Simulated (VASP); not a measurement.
# Mg (P6_3/mmc) in VASP: a series of runs

Mg is run at these levels: LDA; tasks: relaxation of cell and atoms.

All numbers are computed with VASP 6.6.1; they aren't measurements. Logs are shortened: lines on timing, memory, paths and dates and some standing lists are left out, and cuts for length are marked.

**1. The cell of the first run**

The structure is hexagonal, space group P6_3/mmc (No. 194). Conventional cell: a = 2.929 Å, b = 2.929 Å, c = 4.745 Å, α = 90.00°, β = 90.00°, γ = 120.00°. Within 3.8 Å of Mg (site symmetry -6m2) lie 12 Mg at 2.91 to 2.93 Å.

**2. Relaxation of cell and atoms, LDA, target pressure 12 GPa, at which the enthalpy is minimised**

Input file INCAR:

```
PREC = Accurate ; ENCUT = 600
EDIFF = 1E-7 ; ISMEAR = -1
SIGMA = 0.1 ; LREAL = False
LASPH = True ; NELM = 60
ALGO = Normal ; ISIF = 3
LWAVE = False ; LCHARG = False
IBRION = 2 ; NSW = 60
EDIFFG = -0.005 ; PSTRESS = 120.0
```

Input file KPOINTS:

```
Automatic mesh
0
Gamma
  15 15 8
```

Input file POSCAR:

```
Mg
1.0
    2.9288438684      0.0000000000      0.0000000000
   -1.4644219342      2.5364531937      0.0000000000
    0.0000000000      0.0000000000      4.7447270667
Mg
2
Direct
    0.3333333333      0.6666666667      0.2500000000
    0.6666666667      0.3333333333      0.7500000000
```

Potentials or basis: VASP PAW LDA potentials, release 64 (Mg).

Launch:

```console
> cat potpaw_LDA.64/Mg/POTCAR > POTCAR
> mpirun -np 1 vasp_std > vasp.out
```

OUTCAR:

```text
PREC = Accurate
   ENCUT = 600
   EDIFF = 1E-7
   ISMEAR = -1
   LREAL = False
   LASPH = True
   NELM = 60
   ISIF = 3
   IBRION = 2
   NSW = 60
   EDIFFG = -0.005
   PSTRESS = 120.0

 ion  position               nearest neighbor table
   1  0.333  0.667  0.250-   2 2.91   2 2.91   2 2.91   2 2.91   2 2.91   2 2.91
   2  0.667  0.333  0.750-   1 2.91   1 2.91   1 2.91   1 2.91   1 2.91   1 2.91

  LATTYP: Found a hexagonal cell.
 ALAT       =     2.9288438684
 C/A-ratio  =     1.6200000000

  Lattice vectors:

 A1 = (   2.9288438684,   0.0000000000,   0.0000000000)
 A2 = (  -1.4644219342,   2.5364531937,   0.0000000000)
 A3 = (   0.0000000000,   0.0000000000,   4.7447270667)

Analysis of symmetry for initial positions (statically):
=====================================================================
 Subroutine PRICEL returns:
 Original cell was already a primitive cell.

 Routine SETGRP: Setting up the symmetry group for a
 hexagonal supercell.

 Subroutine GETGRP returns: Found 24 space group operations
 (whereof 12 operations were pure point group operations)
 out of a pool of 24 trial point group operations.

The static configuration has the point symmetry D_3d.
 The point group associated with its full space group is D_6h.

Analysis of symmetry for dynamics (positions and initial velocities):
=====================================================================
 Subroutine PRICEL returns:
 Original cell was already a primitive cell.

 Routine SETGRP: Setting up the symmetry group for a
 hexagonal supercell.

 Subroutine GETGRP returns: Found 24 space group operations
 (whereof 12 operations were pure point group operations)
 out of a pool of 24 trial point group operations.

The dynamic configuration has the point symmetry D_3d.
 The point group associated with its full space group is D_6h.

 Subroutine INISYM returns: Found 24 space group operations
 (whereof 12 operations are pure point group operations),
 and found     1 'primitive' translations

----------------------------------------------------------------------------------------

                                     Primitive cell

  volume of cell :      35.2480

  direct lattice vectors                    reciprocal lattice vectors
     2.928843868  0.000000000  0.000000000     0.341431652  0.197125656  0.000000000
    -1.464421934  2.536453194  0.000000000     0.000000000  0.394251312  0.000000000
     0.000000000  0.000000000  4.744727067     0.000000000  0.000000000  0.210760279

[... 94 lines left out ...]
   NELECT =       4.0000    total number of electrons
   NUPDOWN=      -1.0000    fix difference up-down
   EMIN   =  10.00;   EMAX   =-10.00  energy-range for DOS
   EFERMI =   0.00;   METHOD = LEGACY
   ISMEAR =    -1;   SIGMA  =   0.10  broadening in eV -4-tet -1-fermi 0-gaus
   EFERMI_NEDOS =   21; number of points for ismear=-14 and -15
   IALGO  =     38    algorithm
   IMIX   =      4    mixing-type and parameters
     AMIX     =   0.40;   BMIX     =  1.00
     AMIX_MAG =   1.60;   BMIX_MAG =  1.00
  volume/ion in A,a.u.               =      17.62       118.93
  Fermi-wavevector in a.u.,A,eV,Ry     =   0.792593  1.497783  8.547223  0.628203
  Thomas-Fermi vector in A             =   1.898362
   LORBIT       =      0    0 simple, 1 ext, 2 COOP (PROOUT), +10 PAW based schemes
   GGA     = CA    functional components
   LHFCALC =     F    Hartree Fock is set to
   AEXX    =    0.0000 exact exchange contribution
   IVDW    =     0    specifies the selected vdW correction
   LEPSILON=     F    determine dielectric tensor
   LRPA    =     F    only Hartree local field effects (RPA)
 conjugate gradient relaxation of ions
 non-spin polarized calculation
  energy-cutoff  :      600.00
  volume of cell :       35.25
 maximum number of plane-waves:      1194
 NGX is ok and might be reduce to    24

--------------------------------------- Ionic step        1  -------------------------------------------

 number of electron       4.0000000 magnetization

 Free energy of the ion-electron system (eV)
  ---------------------------------------------------
  ext. energy  EPLUGINS =         0.00000000
  ---------------------------------------------------
  free energy    TOTEN  =        -3.39325341 eV

  energy without entropy =       -3.37148882  energy(sigma->0) =       -3.38237112

------------------------ aborting loop because EDIFF is reached ----------------------------------------

  FORCE on cell =-STRESS in cart. coord.  units (eV):
  Direction    XX          YY          ZZ          XY          YZ          ZX
  --------------------------------------------------------------------------------------
  -------------------------------------------------------------------------------------
  Total        2.6861900      2.6861900      2.4791324      0.0000000      0.0000000      0.0000000
  in kB      122.0992501    122.0992501    112.6875660      0.0000000      0.0000000      0.0000000
  external PRESSURE =      -1.0379779 kB  Pullay stress =     120.0000000 kB
[... 139 lines left out ...]
--------------------------------------- Ionic step        5  -------------------------------------------

 number of electron       4.0000000 magnetization

 Free energy of the ion-electron system (eV)
  ---------------------------------------------------
  ext. energy  EPLUGINS =         0.00000000
  ---------------------------------------------------
  free energy    TOTEN  =        -3.39058600 eV

  energy without entropy =       -3.36949017  energy(sigma->0) =       -3.38003809

 E-fermi :   4.0015     XC(G=0):  -9.5784

 val. band max:        3.9917416112   @ k =   0.4667   0.0000   0.5000
 cond. band min:       4.0626807650   @ k =   0.2000   0.0667   0.0000
 fundamental gap:      0.0709391537
 Fermi energy:         4.0014717309

 k-point     1 :       0.0000    0.0000    0.0000
  band No.  band energies     occupation
      1      -4.1303      2.00000
      2       1.9807      2.00000
      3       2.8523      1.99998
      4      16.3722      0.00000
      5      16.3722      0.00000
      6      16.9893      0.00000
[... 199 lines left out ...]
 k-point    24 :       0.4000    0.2000    0.0000
  band No.  band energies     occupation
      1       2.0051      2.00000
      2       2.2285      2.00000
      3       6.0586      0.00000
      4       7.7159      0.00000
      5       7.8311      0.00000
      6       8.6748      0.00000

 [... further k-points ...]

------------------------ aborting loop because EDIFF is reached ----------------------------------------

  FORCE on cell =-STRESS in cart. coord.  units (eV):
  Direction    XX          YY          ZZ          XY          YZ          ZX
  --------------------------------------------------------------------------------------
  -------------------------------------------------------------------------------------
  Total        2.6365839      2.6365839      2.6360517      0.0000000      0.0000000      0.0000000
  in kB      119.9934824    119.9934824    119.9692617      0.0000000      0.0000000      0.0000000
  external PRESSURE =      -0.0145912 kB  Pullay stress =     120.0000000 kB
[... 21 lines left out ...]
  energy  without entropy=       -3.3694901664  energy(sigma->0) =       -3.38003809

  enthalpy is  TOTEN    =        -0.7538588772 eV   P V=        2.6367271277

 reached required accuracy - stopping structural energy minimisation
```

OSZICAR:

```text
N       E                     dE             d eps       ncg     rms          rms(c)
DAV:   1     0.561032704352E+00    0.56103E+00   -0.15342E+03  1620   0.551E+02
DAV:   2    -0.339529469939E+01   -0.39563E+01   -0.36731E+01  2274   0.350E+01
DAV:   3    -0.342294575241E+01   -0.27651E-01   -0.27506E-01  2250   0.365E+00
[... 24 lines left out ...]
DAV:   3    -0.339207796861E+01    0.34885E-06   -0.14358E-07  1404   0.193E-03    0.161E-04
DAV:   4    -0.339207796751E+01    0.10951E-08   -0.31371E-09   894   0.445E-04
   4 F= -.75385548E+00 E0= -.74330837E+00  d E =-.174206E-04
       N       E                     dE             d eps       ncg     rms          rms(c)
DAV:   1    -0.339058604755E+01    0.14919E-02   -0.13925E-05  2190   0.256E-02    0.123E-03
DAV:   2    -0.339058600494E+01    0.42614E-07   -0.47187E-08  1596   0.176E-03
   5 F= -.75385888E+00 E0= -.74331096E+00  d E =-.208165E-04
```

Run time: 30 s. Hardware: 1 thread of AMD EPYC 9R45 (Zen 5), shared host; peak memory 0.14 GiB.

Results:

```
Free energy                                                : -3.3906 eV
Relaxed volume                                             : 17.60 Å³/atom
Relaxed cell                                               : a = 2.936 Å, b = 2.936 Å, c = 4.716 Å, α = 90.00°, β = 90.00°, γ = 120.00°
Space group after relaxing (to 0.1 Å)                      : P6_3/mmc (No. 194)
Energy change on relaxing (the run minimises the enthalpy) : +1.3 meV/atom
Ionic steps                                                : 5
Pressure after relaxing                                    : 12.0 GPa
Band gap on the k mesh                                     : zero (bands 2 and 3 overlap by 2.10 eV)
```

The path:
```csv
step,energy change (eV),largest force (eV/Å),pressure (GPa),volume (Å³)
1,0.0000,0.0000,11.90,35.25
2,0.0039,0.0000,12.03,35.19
3,0.0064,0.0000,12.12,35.15
4,0.0012,0.0000,11.95,35.22
5,0.0027,0.0000,12.00,35.20
```

Final structure:
```cif
data_structure
_symmetry_space_group_name_H-M 'P 1'
_symmetry_Int_Tables_number 1
_cell_length_a 2.9359
_cell_length_b 2.9359
_cell_length_c 4.7160
_cell_angle_alpha 90.000
_cell_angle_beta 90.000
_cell_angle_gamma 120.000
_cell_volume 35.20
loop_
_atom_site_label
_atom_site_type_symbol
_atom_site_fract_x
_atom_site_fract_y
_atom_site_fract_z
_atom_site_occupancy
Mg1 Mg 0.33333 0.66667 0.25000 1
Mg2 Mg 0.66667 0.33333 0.75000 1
```

Levels at points of the mesh, in eV from the Fermi level:
```tsv
k point	band 1	band 2	band 3	band 4	band 5	band 6
(0.00, 0.00, 0.00)	-8.13	-2.02	-1.15	12.37	12.37	12.99
(0.00, 0.00, 0.50)	-6.45	-6.45	6.04	6.04	13.15	13.15
```

Caveat: the cell is relaxed towards a set pressure, so the run minimises the enthalpy, not the energy.

**3. Relaxation of cell and atoms, LDA, target pressure 12 GPa, at which the enthalpy is minimised**

Input file INCAR:

```
SYSTEM = Mg
  PREC = Accurate
  ENCUT = 600
  EDIFF = 1E-6
  ISMEAR = -1
  SIGMA = 0.1
  LREAL = .False.
  LASPH = .True.
  NELM = 60
  ALGO = Normal
  ISIF = 3
  LWAVE = .False.
  LCHARG = .False.
  IBRION = 2
  NSW = 32
  EDIFFG = -0.005
  PSTRESS = 120.0
```

Input file KPOINTS:

```
Automatic mesh
0
Gamma
  15 15 8
  0 0 0
```

Input file POSCAR:

```
Mg
1.0
    2.9393021017      0.0000000000      0.0000000000
   -1.4696510509      2.5455102895      0.0000000000
    0.0000000000      0.0000000000      4.7202893116
Mg
2
Direct
    0.3333333333      0.6666666667      0.2500000000
    0.6666666667      0.3333333333      0.7500000000
```

Potentials or basis: VASP PAW LDA potentials, release 64 (Mg).

Launch:

```console
> cat potpaw_LDA.64/Mg/POTCAR > POTCAR
> mpirun -np 1 vasp_std > vasp.out
```

Wall time 19 s (1 thread of AMD EPYC 9R45 (Zen 5), shared host); peak memory 0.14 GiB.

Results (log left out):

```yaml
Free_energy: -3.3906 eV
Relaxed_volume: 17.60 Å³/atom
Relaxed_cell: a = 2.936 Å, b = 2.936 Å, c = 4.715 Å, α = 90.00°, β = 90.00°, γ = 120.00°
Space_group_after_relaxing_to_0.1_Å: P6_3/mmc (No. 194)
Energy_change_on_relaxing_the_run_minimises_the_enthalpy: +4.2 meV/atom
Ionic_steps: 3
Pressure_after_relaxing: 12.0 GPa
Band_gap_on_the_k_mesh: zero (bands 2 and 3 overlap by 2.10 eV)
```

The path:
| step | energy change (eV) | largest force (eV/Å) | pressure (GPa) | volume (Å³) |
| --- | --- | --- | --- | --- |
| 1 | 0.0000 | 0.0000 | 11.73 | 35.32 |
| 2 | 0.0113 | 0.0000 | 12.09 | 35.17 |
| 3 | 0.0084 | 0.0000 | 12.00 | 35.20 |

Final structure:
```yaml
crystal:
  lattice:
    - [2.93607, 0.00000, 0.00000]
    - [-1.46804, 2.54271, 0.00000]
    - [0.00000, 0.00000, 4.71548]
  atoms:
    - { symbol: Mg, position: [0.33333, 0.66667, 0.25000] }
    - { symbol: Mg, position: [0.66667, 0.33333, 0.75000] }
```

Levels at points of the mesh, in eV from the Fermi level:
```
           k point  band 1  band 2  band 3  band 4  band 5  band 6
(0.00, 0.00, 0.00)   -8.13   -2.02   -1.15   12.37   12.37   12.99
(0.00, 0.00, 0.50)   -6.45   -6.45    6.04    6.04   13.15   13.15
```

Caveat: the cell is relaxed towards a set pressure, so the run minimises the enthalpy, not the energy.

**4. Relaxation of cell and atoms, LDA, target pressure 12 GPa, at which the enthalpy is minimised**

This run uses another cell than the first one: it holds 4 atoms, not 2.

Input file INCAR:

```
PREC = Accurate
ENCUT = 600
EDIFF = 1E-6
ISMEAR = -1
SIGMA = 0.1
LREAL = F
LASPH = T
NELM = 100
ALGO = Normal
ISIF = 3
LWAVE = F
LCHARG = F
IBRION = 2
NSW = 60
EDIFFG = -0.005
PSTRESS = 120.0
```

Input file KPOINTS:

```
Automatic mesh
0
Gamma
  12 12 4
```

Input file POSCAR:

```
Mg
1.0
    2.9258368397      0.0000000000      0.0000000000
   -1.4629184198      2.5338490305      0.0000000000
    0.0000000000      0.0000000000      9.5089697290
Mg
4
Direct
    0.0000000000      0.0000000000      0.0000000000
    0.0000000000      0.0000000000      0.5000000000
    0.3333333333      0.6666666667      0.2500000000
    0.6666666667      0.3333333333      0.7500000000
```

Launch:

```console
> cat potpaw_LDA.64/Mg/POTCAR > POTCAR
> mpirun -np 1 vasp_std > vasp.out
```

Run time: 30 s. Hardware: 1 thread of AMD EPYC 9R45 (Zen 5), shared host; peak memory 0.16 GiB.

The run converged. Its results:

```yaml
Free_energy: -6.7442 eV
Relaxed_volume: 17.62 Å³/atom
Relaxed_cell: a = 2.934 Å, b = 2.934 Å, c = 9.454 Å, α = 90.00°, β = 90.00°, γ = 120.00°
Space_group_after_relaxing_to_0.1_Å: P6_3/mmc (No. 194)
Energy_change_on_relaxing_the_run_minimises_the_enthalpy: +0.4 meV/atom
Ionic_steps: 3
Pressure_after_relaxing: 12.0 GPa
Band_gap_on_the_k_mesh: zero (bands 4 and 5 overlap by 2.30 eV)
```

The path:
| step | energy change (eV) | largest force (eV/Å) | pressure (GPa) | volume (Å³) |
| --- | --- | --- | --- | --- |
| 1 | 0.0000 | 0.0000 | 11.98 | 70.50 |
| 2 | 0.0006 | 0.0000 | 12.00 | 70.48 |
| 3 | 0.0016 | 0.0000 | 12.02 | 70.46 |

Final structure:
```xyz
4
Lattice="2.9335 0.0000 0.0000 -1.4668 2.5405 0.0000 0.0000 0.0000 9.4544" Properties=species:S:1:pos:R:3 pbc="T T T"
Mg    0.0000    0.0000    0.0000
Mg    0.0000    0.0000    4.7272
Mg    0.0000    1.6937    2.3636
Mg    1.4668    0.8468    7.0908
```

Levels at points of the mesh, in eV from the Fermi level:
```csv
k point,band 1,band 2,band 3,band 4,band 5,band 6,band 7,band 8
"(0.00, 0.00, 0.00)",-8.08,-6.41,-6.40,-1.99,-1.13,6.01,6.03,12.50
"(0.50, 0.00, 0.00)",-2.53,-2.42,-1.32,-1.18,-0.50,-0.38,3.18,3.19
"(0.00, 0.00, 0.50)",-7.66,-7.66,-4.38,-4.38,1.94,1.94,10.60,10.60
"(0.50, 0.00, 0.50)",-2.23,-2.23,-1.94,-1.94,0.88,0.88,1.36,1.36
```

Caveat: the cell is relaxed towards a set pressure, so the run minimises the enthalpy, not the energy.

**5. Overview**

| cell | k mesh | gap on the mesh (eV) | pressure (GPa) |
| --- | --- | --- | --- |
| relaxed to 12 GPa from a = 2.929, b = 2.929, c = 4.745 Å, angles 90.0, 90.0, 120.0°, 2 atoms, atomic positions A | 15 × 15 × 8 | none | 12.0 |
| relaxed to 12 GPa from a = 2.939, b = 2.939, c = 4.720 Å, angles 90.0, 90.0, 120.0°, 2 atoms, atomic positions A | 15 × 15 × 8 | none | 12.0 |
| relaxed to 12 GPa from a = 2.926, b = 2.926, c = 9.509 Å, angles 90.0, 90.0, 120.0°, 4 atoms, atomic positions B | 12 × 12 × 4 | none | 12.0 |

Alike in all rows: task relaxation of cell and atoms; level LDA; potentials or basis VASP PAW LDA potentials, release 64 (Mg); no spin polarisation; cutoff (eV) 600; smearing fermi-dirac 0.1 eV.

Caveats: the cell is relaxed towards a set pressure, so the run minimises the enthalpy, not the energy.

Total energies depend on the potentials used, so only differences within one code and one set of settings carry meaning.

The gap in the log of VASP goes by the Fermi energy; the results here count the filled bands.